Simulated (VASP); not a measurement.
# Ge (I4_1/amd) in VASP: single point with r2SCAN

Aim: the single point of Ge with r2SCAN.

Program: VASP 6.6.1. These are calculated values, not measurements. Logs are shortened: lines on timing, memory, paths and dates and some standing lists are left out, and cuts for length are marked.

### 1 The cell of the first run

Symmetry: I4_1/amd, No. 141, tetragonal system. Conventional cell: a = 5.149 Å, b = 5.149 Å, c = 2.725 Å, α = 90.00°, β = 90.00°, γ = 90.00°. Within 3.5 Å of Ge (site symmetry -4m2) lie 10 Ge at 2.66 to 3.29 Å.

### 2 Single point, r2SCAN (strain -0.0250 x Voigt [0, 0, 1, 0, 0, 0])

File POSCAR:

```
Ge
1.0
   -2.5744897190      2.5744897190      1.3624773271
    2.5744897190     -2.5744897190      1.3624773271
    2.5744897190      2.5744897190     -1.3624773271
Ge
2
Direct
    0.2500000000      0.7500000000      0.5000000000
    0.5000000000      0.5000000000      0.0000000000
```

File INCAR.step1:

```
SYSTEM = Ge
PREC = Accurate
ENCUT = 520
ISMEAR = 0
SIGMA = 0.15
LREAL = .False.
LASPH = .True.
NELM = 80
NBANDS = 21
GGA = PE
ALGO = Normal
EDIFF = 1E-4
LWAVE = .True.
LCHARG = .False.
```

File INCAR.step2:

```
SYSTEM = Ge
PREC = Accurate
ENCUT = 520
EDIFF = 1E-7
ISMEAR = 0
SIGMA = 0.15
LREAL = .False.
LASPH = .True.
NELM = 80
ALGO = Normal
ISIF = 2
LWAVE = .False.
LCHARG = .False.
METAGGA = R2SCAN
LMIXTAU = .True.
NBANDS = 21
ISTART = 1
```

File KPOINTS:

```
regular mesh
0
Gamma
  20 20 20
  0 0 0
```

Potentials or basis: VASP PAW PBE potentials, release 64 (Ge_d).

On the command line:

```sh
cat potpaw_PBE.64/Ge_d/POTCAR > POTCAR
cp INCAR.step1 INCAR
mpirun -np 1 vasp_std > vasp.out
cp INCAR.step2 INCAR
mpirun -np 1 vasp_std > vasp.out
```

OUTCAR:

```text
SYSTEM = Ge
   PREC = Accurate
   ENCUT = 520
   EDIFF = 1E-7
   ISMEAR = 0
   LREAL = .False.
   LASPH = .True.
   NELM = 80
   ISIF = 2
   METAGGA = R2SCAN
   ISTART = 1

 ion  position               nearest neighbor table
   1  0.250  0.750  0.500-   2 2.66   2 2.66   2 2.66   2 2.66
   2  0.500  0.500  0.000-   1 2.66   1 2.66   1 2.66   1 2.66

  LATTYP: Found a body centered tetragonal cell.
 ALAT       =     5.1489794380
 C/A-ratio  =     0.5292222832

  Lattice vectors:

 A1 = (  -2.5744897190,   2.5744897190,   1.3624773271)
 A2 = (   2.5744897190,  -2.5744897190,   1.3624773271)
 A3 = (   2.5744897190,   2.5744897190,  -1.3624773271)

Analysis of symmetry for initial positions (statically):
=====================================================================
 Subroutine PRICEL returns:
 Original cell was already a primitive cell.

 Routine SETGRP: Setting up the symmetry group for a
 body centered tetragonal supercell.

 Subroutine GETGRP returns: Found 16 space group operations
 (whereof  8 operations were pure point group operations)
 out of a pool of 16 trial point group operations.

The static configuration has the point symmetry D_2d.
 The point group associated with its full space group is D_4h.

Analysis of symmetry for dynamics (positions and initial velocities):
=====================================================================
 Subroutine PRICEL returns:
 Original cell was already a primitive cell.

 Routine SETGRP: Setting up the symmetry group for a
 body centered tetragonal supercell.

 Subroutine GETGRP returns: Found 16 space group operations
 (whereof  8 operations were pure point group operations)
 out of a pool of 16 trial point group operations.

The dynamic configuration has the point symmetry D_2d.
 The point group associated with its full space group is D_4h.

 Subroutine INISYM returns: Found 16 space group operations
 (whereof  8 operations are pure point group operations),
 and found     1 'primitive' translations

----------------------------------------------------------------------------------------

                                     Primitive cell

  volume of cell :      36.1220

  direct lattice vectors                    reciprocal lattice vectors
    -2.574489719  2.574489719  1.362477327     0.000000000  0.194213244  0.366978584
     2.574489719 -2.574489719  1.362477327     0.194213244  0.000000000  0.366978584
     2.574489719  2.574489719 -1.362477327     0.194213244  0.194213244  0.000000000

  length of vectors
     3.887459208  3.887459208  3.887459208     0.415201235  0.415201235  0.274659004

  position of ions in fractional coordinates (direct lattice)
     0.250000000  0.750000000  0.500000000
     0.500000000  0.500000000  0.000000000

  ion indices of the primitive-cell ions
   primitive index   ion index
                 1           1
                 2           2

----------------------------------------------------------------------------------------

 KPOINTS: regular mesh

Automatic generation of k-mesh.
 Grid dimensions read from file:
 generate k-points for:   20   20   20

 Generating k-lattice:

  Cartesian coordinates                     Fractional coordinates (reciprocal lattice)
     0.000000000  0.009710662  0.018348929     0.050000000 -0.000000000  0.000000000
     0.009710662  0.000000000  0.018348929    -0.000000000  0.050000000  0.000000000
     0.009710662  0.009710662  0.000000000     0.000000000  0.000000000  0.050000000

  Length of vectors
     0.020760062  0.020760062  0.013732950

  Shift w.r.t. Gamma in fractional coordinates (k-lattice)
     0.000000000  0.000000000  0.000000000

 Subroutine IBZKPT returns following result:
 ===========================================

 Found    641 irreducible k-points:

 Following reciprocal coordinates:
            Coordinates               Weight
  0.000000  0.000000  0.000000      1.000000
  0.050000  0.000000 -0.000000      8.000000
  0.100000 -0.000000  0.000000      8.000000
  0.150000  0.000000 -0.000000      8.000000
  0.200000 -0.000000  0.000000      8.000000
  0.250000  0.000000 -0.000000      8.000000
[... 16 lines left out ...]
 -0.400000  0.050000  0.000000     16.000000
 -0.350000  0.050000  0.000000     16.000000
 [... further k-points ...]
   k-points           NKPTS =    641   k-points in BZ     NKDIM =    641   number of bands    NBANDS=     21
   number of dos      NEDOS =    301   number of ions     NIONS =      2
   total plane-waves  NPLWV =  27000
   dimension x,y,z NGX =    30 NGY =   30 NGZ =   30
   dimension x,y,z NGXF=    60 NGYF=   60 NGZF=   60
   ions per type =               2
   NGX,Y,Z   is equivalent  to a cutoff of  12.83, 12.83, 12.83 a.u.
   NGXF,Y,Z  is equivalent  to a cutoff of  25.66, 25.66, 25.66 a.u.
 SYSTEM =  Ge
   PREC   = accura    normal or accurate (medium, high low for compatibility)
   ISTART =      1    job   : 0-new  1-cont  2-samecut
   ICHARG =      0    charge: 1-file 2-atom 10-const
   ISPIN  =      1    spin polarized calculation?
   LNONCOLLINEAR =      F non collinear calculations
   LSORBIT =      F    spin-orbit coupling
   LASPH  =      T    aspherical Exc in radial PAW
   ENCUT  =  520.0 eV  38.22 Ry    6.18 a.u.   7.23  7.23  7.23*2*pi/ulx,y,z
   NELM   =     80;   NELMIN=  2; NELMDL=  0     # of ELM steps
   EDIFF  = 0.1E-06   stopping-criterion for ELM
   LREAL  =      F    real-space projection
   EDIFFG = 0.1E-05   stopping-criterion for IOM
   NSW    =      0    number of steps for IOM
   IBRION =     -1    ionic relax: 0-MD 1-quasi-New 2-CG
   NFREE  =      0    steps in history (QN), initial steepest desc. (CG)
   ISIF   =      2    stress and relaxation
   ISYM   =      2    0-nonsym 1-usesym 2-fastsym
   POTIM  = 0.5000    time-step for ionic-motion
   TEBEG  =    0.0;   TEEND  =   0.0 temperature during run
   PSTRESS=    0.0 pullay stress
   NELECT =      28.0000    total number of electrons
   NUPDOWN=      -1.0000    fix difference up-down
   EMIN   =  10.00;   EMAX   =-10.00  energy-range for DOS
   EFERMI =   0.00;   METHOD = LEGACY
   ISMEAR =     0;   SIGMA  =   0.15  broadening in eV -4-tet -1-fermi 0-gaus
   EFERMI_NEDOS =   21; number of points for ismear=-14 and -15
   IALGO  =     38    algorithm
   IMIX   =      4    mixing-type and parameters
     AMIX     =   0.40;   BMIX     =  1.00
     AMIX_MAG =   1.60;   BMIX_MAG =  1.00
  volume/ion in A,a.u.               =      18.06       121.88
  Fermi-wavevector in a.u.,A,eV,Ry     =   1.503847  2.841859 30.770333  2.261556
  Thomas-Fermi vector in A             =   2.614904
   LORBIT       =      0    0 simple, 1 ext, 2 COOP (PROOUT), +10 PAW based schemes
   METAGGA = R2SCAN    functional components
   LHFCALC =     F    Hartree Fock is set to
   AEXX    =    0.0000 exact exchange contribution
   IVDW    =     0    specifies the selected vdW correction
   LEPSILON=     F    determine dielectric tensor
   LRPA    =     F    only Hartree local field effects (RPA)
 non-spin polarized calculation
 Gauss-broadening in eV      SIGMA  =   0.15
  energy-cutoff  :      520.00
  volume of cell :       36.12
 maximum number of plane-waves:       997
 NGX is ok and might be reduce to    30
   NGX = 15   NGY = 15   NGZ = 15

 number of electron      28.0000015 magnetization

 Free energy of the ion-electron system (eV)
  ---------------------------------------------------
  ext. energy  EPLUGINS =         0.00000000
  ---------------------------------------------------
  free energy    TOTEN  =       -27.01073248 eV

  energy without entropy =      -27.00302145  energy(sigma->0) =      -27.00687696

 E-fermi :   6.9580     XC(G=0): -12.5248

 val. band max:        6.9534788073   @ k =  -0.1500  -0.2000   0.0500
 cond. band min:       6.9774847184   @ k =  -0.2000   0.4500   0.1500
 fundamental gap:      0.0240059110
 Fermi energy:         6.9579801725

 k-point     1 :       0.0000    0.0000    0.0000
  band No.  band energies     occupation
      1     -18.5453      2.00000
      2     -18.5145      2.00000
      3     -18.4817      2.00000
      4     -18.4605      2.00000
      5     -18.3338      2.00000
      6     -18.3338      2.00000
[... 13 lines left out ...]
     20      18.9747      0.00000
     21      20.0800      0.00000

 k-point     2 :       0.0500    0.0000   -0.0000
  band No.  band energies     occupation
      1     -18.5443      2.00000
      2     -18.5098      2.00000
      3     -18.4758      2.00000
      4     -18.4590      2.00000
      5     -18.3381      2.00000
      6     -18.3379      2.00000
[... 13 lines left out ...]
     20      18.9937      0.00000
     21      20.4967      0.00000

 k-point     3 :       0.1000   -0.0000    0.0000
  band No.  band energies     occupation
      1     -18.5411      2.00000
      2     -18.4966      2.00000
      3     -18.4597      2.00000
      4     -18.4547      2.00000
      5     -18.3475      2.00000
      6     -18.3457      2.00000
[... 13 lines left out ...]
     20      19.0283      0.00000
     21      19.9856      0.00000

 k-point     4 :       0.1500    0.0000   -0.0000
  band No.  band energies     occupation
      1     -18.5353      2.00000
      2     -18.4767      2.00000
      3     -18.4479      2.00000
      4     -18.4368      2.00000
      5     -18.3599      2.00000
      6     -18.3534      2.00000
[... 13 lines left out ...]
     20      18.3222      0.00000
     21      18.8060      0.00000

 k-point     5 :       0.2000   -0.0000    0.0000
  band No.  band energies     occupation
      1     -18.5274      2.00000
      2     -18.4539      2.00000
      3     -18.4395      2.00000
      4     -18.4134      2.00000
      5     -18.3738      2.00000
      6     -18.3566      2.00000
[... 13 lines left out ...]
     20      17.3857      0.00000
     21      18.2329      0.00000
[... 382 lines left out ...]
     20      19.2973      0.00000
     21      19.8737      0.00000

 k-point    22 :      -0.4500    0.0500    0.0000
  band No.  band energies     occupation
      1     -18.4952      2.00000
      2     -18.4422      2.00000
      3     -18.4385      2.00000
      4     -18.4106      2.00000
      5     -18.3810      2.00000
      6     -18.3792      2.00000
[... 13 lines left out ...]
     20      18.3261      0.00000
     21      20.0871      0.00000

 k-point    23 :      -0.4000    0.0500    0.0000
  band No.  band energies     occupation
      1     -18.4992      2.00000
      2     -18.4332      2.00000
      3     -18.4274      2.00000
      4     -18.4153      2.00000
      5     -18.3867      2.00000
      6     -18.3723      2.00000
[... 13 lines left out ...]
     20      16.9028      0.00000
     21      19.3065      0.00000

 k-point    24 :      -0.3500    0.0500    0.0000
  band No.  band energies     occupation
      1     -18.5051      2.00000
      2     -18.4287      2.00000
      3     -18.4217      2.00000
      4     -18.4140      2.00000
      5     -18.3897      2.00000
      6     -18.3638      2.00000
[... 13 lines left out ...]
     20      16.4664      0.00000
     21      18.6330      0.00000

 [... further k-points ...]

------------------------ aborting loop because EDIFF is reached ----------------------------------------

  FORCE on cell =-STRESS in cart. coord.  units (eV):
  Direction    XX          YY          ZZ          XY          YZ          ZX
  --------------------------------------------------------------------------------------
  -------------------------------------------------------------------------------------
  Total        0.3488794      0.3488794      1.0988032      0.0000000      0.0000000      0.0000000
  in kB       15.4744170     15.4744170     48.7370130      0.0000000      0.0000000      0.0000000
  external PRESSURE =      26.5619490 kB  Pullay stress =       0.0000000 kB

 VOLUME and BASIS-vectors are now :
 -----------------------------------------------------------------------------
  energy-cutoff  :      520.00
  volume of cell :       36.12
      direct lattice vectors                 reciprocal lattice vectors
    -2.574489719  2.574489719  1.362477327     0.000000000  0.194213244  0.366978584
     2.574489719 -2.574489719  1.362477327     0.194213244  0.000000000  0.366978584
     2.574489719  2.574489719 -1.362477327     0.194213244  0.194213244  0.000000000

 POSITION                                       TOTAL-FORCE (eV/Angst)
 -----------------------------------------------------------------------------------
      2.57449      0.00000      0.68124        -0.000000      0.000000     -0.000000
      0.00000      0.00000      1.36248         0.000000     -0.000000      0.000000
 -----------------------------------------------------------------------------------
    total drift:                                0.000000     -0.000000      0.000000

  FREE ENERGIE OF THE ION-ELECTRON SYSTEM (eV)
  ---------------------------------------------------
  free  energy   TOTEN  =       -27.0107324781 eV

  energy  without entropy=      -27.0030214499  energy(sigma->0) =      -27.00687696
```

Run time: 44 min. Hardware: 1 thread of Intel Xeon 8259CL, shared host; peak memory 0.48 GiB.

What came out:

| Property | Result |
| --- | --- |
| Free energy | -27.0107 eV |
| Pressure | 2.7 GPa |
| Band gap on the k mesh | zero (bands 14 and 15 overlap by 5.41 eV) |

Stress tensor (GPa, compression positive):
```
1.55 0.00 0.00
0.00 1.55 0.00
0.00 0.00 4.87
```

Caveat: the cell differs from its parent crystal (strain -0.0250 x Voigt [0, 0, 1, 0, 0, 0]); the PAW data sets were made with another functional, which shifts forces and pressure a little.
